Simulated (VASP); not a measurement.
# Sb (P6_3/mmc) in VASP: notebook, part 2 of 2

VASP 6.6.1.

## Step 5: Single point, r2SCAN (26.04 Å³/atom)

This run uses another cell than the first one, of 26.04 Å³/atom.

Input file POSCAR:

```
Sb
1.0
    3.2725518904      0.0000000000      0.0000000000
   -1.6362759452      2.8341130723      0.0000000000
    0.0000000000      0.0000000000     11.2292039133
Sb
4
Direct
    0.0000000000      1.0000000000      1.0000000000
    0.0000000000      1.0000000000      0.5000000000
    0.3333333333      0.6666666667      0.2500000000
    0.6666666667      0.3333333333      0.7500000000
```

Input file INCAR.step1:

```
SYSTEM = Sb
PREC = Accurate ; ENCUT = 520
ISMEAR = -1 ; SIGMA = 0.1
LREAL = .FALSE. ; LASPH = .TRUE.
NELM = 60 ; NBANDS = 18
GGA = PE ; ALGO = Normal
EDIFF = 1E-4 ; LWAVE = .TRUE.
LCHARG = .FALSE.
```

Input file INCAR.step2:

```
SYSTEM = Sb
PREC = Accurate ; ENCUT = 520
EDIFF = 1E-7 ; ISMEAR = -1
SIGMA = 0.1 ; LREAL = .FALSE.
LASPH = .TRUE. ; NELM = 60
ALGO = Normal ; ISIF = 2
LWAVE = .FALSE. ; LCHARG = .FALSE.
METAGGA = R2SCAN ; LMIXTAU = .TRUE.
NBANDS = 18 ; ISTART = 1
```

Input file KPOINTS:

```
Automatic mesh
0
G
  12 12 3
  0 0 0
```

Potentials or basis: VASP PAW PBE potentials, release 64 (Sb).

Command:

```bash
> cat potpaw_PBE.64/Sb/POTCAR > POTCAR
> cp INCAR.step1 INCAR
> mpirun -np 1 vasp_std > vasp.out
> cp INCAR.step2 INCAR
> mpirun -np 1 vasp_std > vasp.out
```

OUTCAR:

```text
SYSTEM = Sb
   PREC = Accurate
   ENCUT = 520
   EDIFF = 1E-7
   ISMEAR = -1
   LREAL = .FALSE.
   LASPH = .TRUE.
   NELM = 60
   ISIF = 2
   METAGGA = R2SCAN
   ISTART = 1

 ion  position               nearest neighbor table
   1  0.000  0.000  0.000-   3 3.38   4 3.38   4 3.38   3 3.38   4 3.38   3 3.38
   2  0.000  0.000  0.500-   3 3.38   4 3.38   4 3.38   3 3.38   4 3.38   3 3.38
   3  0.333  0.667  0.250-   1 3.38   2 3.38   1 3.38   2 3.38   1 3.38   2 3.38
   4  0.667  0.333  0.750-   1 3.38   2 3.38   1 3.38   2 3.38   1 3.38   2 3.38
[... 706 lines left out ...]
  Direction    XX          YY          ZZ          XY          YZ          ZX
  --------------------------------------------------------------------------------------
  -------------------------------------------------------------------------------------
  Total        2.2446776      2.2446776      1.4602246      0.0000000      0.0000000      0.0000000
  in kB       34.5312159     34.5312159     22.4635071      0.0000000      0.0000000      0.0000000
  external PRESSURE =      30.5086463 kB  Pullay stress =       0.0000000 kB

 VOLUME and BASIS-vectors are now :
 -----------------------------------------------------------------------------
  energy-cutoff  :      520.00
  volume of cell :      104.15
      direct lattice vectors                 reciprocal lattice vectors
     3.272551890  0.000000000  0.000000000     0.305571931  0.176422037  0.000000000
    -1.636275945  2.834113072  0.000000000     0.000000000  0.352844073  0.000000000
     0.000000000  0.000000000 11.229203913     0.000000000  0.000000000  0.089053508

 POSITION                                       TOTAL-FORCE (eV/Angst)
 -----------------------------------------------------------------------------------
      0.00000      0.00000      0.00000        -0.000000      0.000000      0.000000
      0.00000      0.00000      5.61460        -0.000000      0.000000      0.000000
     -0.00000      1.88941      2.80730        -0.000000     -0.000000     -0.000000
      1.63628      0.94470      8.42190         0.000000      0.000000      0.000000
 -----------------------------------------------------------------------------------
    total drift:                               -0.000000      0.000000     -0.000000

  FREE ENERGIE OF THE ION-ELECTRON SYSTEM (eV)
  ---------------------------------------------------
  free  energy   TOTEN  =      -101.0714676797 eV

  energy  without entropy=     -100.9924118938  energy(sigma->0) =     -101.03193979
```

OUTCAR.step1:

```text
SYSTEM = Sb
   PREC = Accurate
   ENCUT = 520
   ISMEAR = -1
   LREAL = .FALSE.
   LASPH = .TRUE.
   NELM = 60
[... 733 lines left out ...]
      0.00000      0.00000      5.61460        -0.000000      0.000000      0.000000
     -0.00000      1.88941      2.80730         0.000000     -0.000000      0.000000
      1.63628      0.94470      8.42190        -0.000000      0.000000     -0.000000
 -----------------------------------------------------------------------------------
    total drift:                               -0.000000      0.000000     -0.000000

  FREE ENERGIE OF THE ION-ELECTRON SYSTEM (eV)
  ---------------------------------------------------
  free  energy   TOTEN  =       -15.3938260878 eV

  energy  without entropy=      -15.3134658251  energy(sigma->0) =      -15.35364596
```

OSZICAR.step1:

```text
N       E                     dE             d eps       ncg     rms          rms(c)
DAV:   1     0.815460164408E+02    0.81546E+02   -0.67071E+03  1368   0.872E+02
DAV:   2    -0.104341810217E+02   -0.91980E+02   -0.88056E+02  1792   0.149E+02
DAV:   3    -0.153604613365E+02   -0.49263E+01   -0.48242E+01  1764   0.369E+01
DAV:   4    -0.154102679006E+02   -0.49807E-01   -0.49714E-01  1540   0.421E+00
DAV:   5    -0.154107881707E+02   -0.52027E-03   -0.52025E-03  1608   0.518E-01    0.364E+00
DAV:   6    -0.153997555465E+02    0.11033E-01   -0.61152E-03  1550   0.385E-01    0.208E+00
DAV:   7    -0.153937886669E+02    0.59669E-02   -0.11503E-02  1470   0.531E-01    0.609E-02
DAV:   8    -0.153938260878E+02   -0.37421E-04   -0.21917E-04  1418   0.863E-02
   1 F= -.15393826E+02 E0= -.15353646E+02  d E =-.803603E-01
```

Run time: 2.8 min. Hardware: 1 thread of Intel Xeon 6975P-C (Granite Rapids), shared host; peak memory 0.24 GiB.

What came out:

* Free energy: -101.0715 eV
* Pressure: 3.1 GPa
* Band gap on the k mesh: zero (bands 10 and 11 overlap by 7.64 eV)

Stress tensor (GPa, compression positive):
```
3.45 0.00 0.00
0.00 3.45 0.00
0.00 0.00 2.25
```

Caveat: the cell stands under pressure; the PAW data sets were made with another functional, which shifts forces and pressure a little; spin-orbit coupling is left out, which moves the levels of the heavy elements.

## Step 6: Single point, r2SCAN (27.12 Å³/atom)

Input file POSCAR:

```
Sb
1.0
    3.3173869397      0.0000000000      0.0000000000
   -1.6586934699      2.8729413640      0.0000000000
    0.0000000000      0.0000000000     11.3830477417
Sb
4
Direct
    0.0000000000      1.0000000000      1.0000000000
    0.0000000000      1.0000000000      0.5000000000
    0.3333333333      0.6666666667      0.2500000000
    0.6666666667      0.3333333333      0.7500000000
```

Input file INCAR.step1:

```
SYSTEM = Sb
PREC = Accurate ; ENCUT = 520
ISMEAR = -1 ; SIGMA = 0.1
LREAL = .False. ; LASPH = .True.
NELM = 80 ; NBANDS = 18
GGA = PE ; ALGO = Normal
EDIFF = 1E-4 ; LWAVE = .True.
LCHARG = .False.
```

Input file INCAR.step2:

```
SYSTEM = Sb
PREC = Accurate ; ENCUT = 520
EDIFF = 1E-6 ; ISMEAR = -1
SIGMA = 0.1 ; LREAL = .False.
LASPH = .True. ; NELM = 80
ALGO = Normal ; ISIF = 2
LWAVE = .False. ; LCHARG = .False.
METAGGA = R2SCAN ; LMIXTAU = .True.
NBANDS = 18 ; ISTART = 1
```

Input file KPOINTS:

```
regular mesh
0
Gamma
  12 12 3
  0 0 0
```

Potentials or basis: VASP PAW PBE potentials, release 64 (Sb).

Command:

```bash
> cat potpaw_PBE.64/Sb/POTCAR > POTCAR
> cp INCAR.step1 INCAR
> mpirun -np 1 vasp_std > vasp.out
> cp INCAR.step2 INCAR
> mpirun -np 1 vasp_std > vasp.out
```

Run time: 4.7 min. Hardware: 1 thread of Intel Xeon 6975P-C (Granite Rapids), shared host; peak memory 0.3 GiB.

The run converged. Its results:

```
Free energy            : -101.1144 eV
Pressure               : 0.2 GPa
Band gap on the k mesh : zero (bands 10 and 11 overlap by 7.26 eV)
```

Stress tensor (GPa, compression positive):
```
 0.48  0.00  0.00
 0.00  0.48  0.00
 0.00  0.00 -0.30
```

Levels at points of the mesh, in eV from the Fermi level:
```
           k point  band 6  band 7  band 8  band 9  band 10  band 11  band 12  band 13  band 14  band 15
(0.00, 0.00, 0.00)   -1.39   -1.38    4.35    4.35     4.82     5.02     5.02     5.07     5.07     5.91
(0.50, 0.00, 0.00)   -5.66   -4.30   -3.91   -1.85    -0.97     0.79     1.55     1.94     1.95     2.46
```

Caveat: the PAW data sets were made with another functional, which shifts forces and pressure a little; spin-orbit coupling is left out, which moves the levels of the heavy elements.

## Step 7: Summary

```csv
cell,k mesh,gap on the mesh (eV),pressure (GPa)
"a = 3.317, b = 3.317, c = 11.383 Å, angles 90.0, 90.0, 120.0°, 4 atoms",11 × 11 × 3,none,-0.1
"a = 3.179, b = 3.179, c = 10.908 Å, angles 90.0, 90.0, 120.0°, 4 atoms",12 × 12 × 3,none,10.9
"a = 3.226, b = 3.226, c = 11.071 Å, angles 90.0, 90.0, 120.0°, 4 atoms",12 × 12 × 3,none,6.6
"a = 3.273, b = 3.273, c = 11.229 Å, angles 90.0, 90.0, 120.0°, 4 atoms",12 × 12 × 3,none,3.1
"a = 3.317, b = 3.317, c = 11.383 Å, angles 90.0, 90.0, 120.0°, 4 atoms",12 × 12 × 3,none,0.2
```

Alike in all rows: task single point; level r2SCAN; potentials or basis VASP PAW PBE potentials, release 64 (Sb); no spin polarisation; cutoff (eV) 520; smearing fermi-dirac 0.1 eV.

Caveats: the PAW data sets were made with another functional, which shifts forces and pressure a little; spin-orbit coupling is left out, which moves the levels of the heavy elements; the cell stands under pressure (at least some runs).

Absolute energies hang on the potentials; compare differences alone.
